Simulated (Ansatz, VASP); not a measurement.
**Two plane-wave programs on BaTiO3**

POSCAR

```
BaTiO3
1.0
    2.8400536833      1.6397057586      2.3314328269
   -2.8400536833      1.6397057586      2.3314328269
    0.0000000000     -3.2794115171      2.3314328269
Ba Ti O
1 1 3
Direct
    0.0242311436      0.0242311436      0.0242311436
    0.5162478494      0.5162478494      0.5162478494
    0.4897536543      0.4897536543      0.9801597377
    0.4897536543      0.9801597377      0.4897536543
    0.9801597377      0.4897536543      0.4897536543
```

INCAR.step1

```
SYSTEM = BaTiO3
PREC = Accurate ; ENCUT = 520
ISMEAR = 0 ; SIGMA = 0.05
LREAL = .False. ; LASPH = .True.
NELM = 60 ; NBANDS = 28
GGA = PE ; ALGO = Normal
EDIFF = 1E-4 ; LWAVE = .True.
LCHARG = .False.
```

INCAR.step2

```
SYSTEM = BaTiO3
PREC = Accurate ; ENCUT = 520
EDIFF = 1E-6 ; ISMEAR = 0
SIGMA = 0.05 ; LREAL = .False.
LASPH = .True. ; NELM = 60
ALGO = Normal ; ISIF = 2
LWAVE = .False. ; LCHARG = .True.
METAGGA = R2SCAN ; LMIXTAU = .True.
LELF = .True. ; LVHAR = .True.
NBANDS = 28 ; ISTART = 1
```

KPOINTS

```
Automatic mesh
0
Gamma
  6 6 6
  0 0 0
```

Input for Ansatz:

```yaml
crystal:
  lattice:
    - [2.8400536833, 1.6397057586, 2.3314328269]
    - [-2.8400536833, 1.6397057586, 2.3314328269]
    - [0.0, -3.2794115171, 2.3314328269]
  atoms:
    - { symbol: Ba, position: [0.0242311436, 0.0242311436, 0.0242311436] }
    - { symbol: Ti, position: [0.5162478494, 0.5162478494, 0.5162478494] }
    - { symbol: O, position: [0.4897536543, 0.4897536543, 0.9801597377] }
    - { symbol: O, position: [0.4897536543, 0.9801597377, 0.4897536543] }
    - { symbol: O, position: [0.9801597377, 0.4897536543, 0.4897536543] }
basis:
  ecutwfc: 500
kpoints:
  mp_grid: { grid: [6, 6, 6] }
hamiltonian:
  xc: r2scan
scf:
  occupations: { method: gaussian, width: 0.05 }
output:
  forces: true
  stress: true
  eigenvalues: true
```

Change from the starting cell: all Ba atoms moved -0.150 Å, as atom 1 towards its neighbour atom 2 (Ti) at 3.403 Å.

Alike in both runs: task single point; functional r2SCAN; k mesh 6 × 6 × 6; occupations gaussian, width 0.05 eV; no spin polarisation.

|  | VASP | Ansatz |
| --- | --- | --- |
| version | VASP 6.6.1 | Ansatz 0.2.0 |
| potentials or method | VASP PAW PBE potentials, release 64 (Ba_sv, Ti_sv, O), cutoff 520 eV | scalar-relativistic, plane waves, PAW |
| valence electrons in the cell | 40 | 40 |

|  | VASP | Ansatz | Ansatz less VASP |
| --- | --- | --- | --- |
| gap on the k mesh at the Fermi level (eV) | 2.86 | 2.87 | +0.009 |
| least direct gap on the mesh (eV) | 3.35 | 3.33 | -0.023 |
| pressure (GPa) | 3.0 | 1.0 | -2.00 |
| traceless stress, the component that is largest in VASP (GPa) | 0.93 | 0.90 | -0.026 |
| rms of the force components (eV/Å) | 0.334 | 0.304 | -0.0305 |

VASP's potentials were made for PBE, not for r2SCAN. Atom by atom the forces differ by 0.073 eV/Å (rms over components). With one functional, cell and mesh, what is left measures potentials, basis and numerics.

Neither program's run includes spin-orbit coupling.
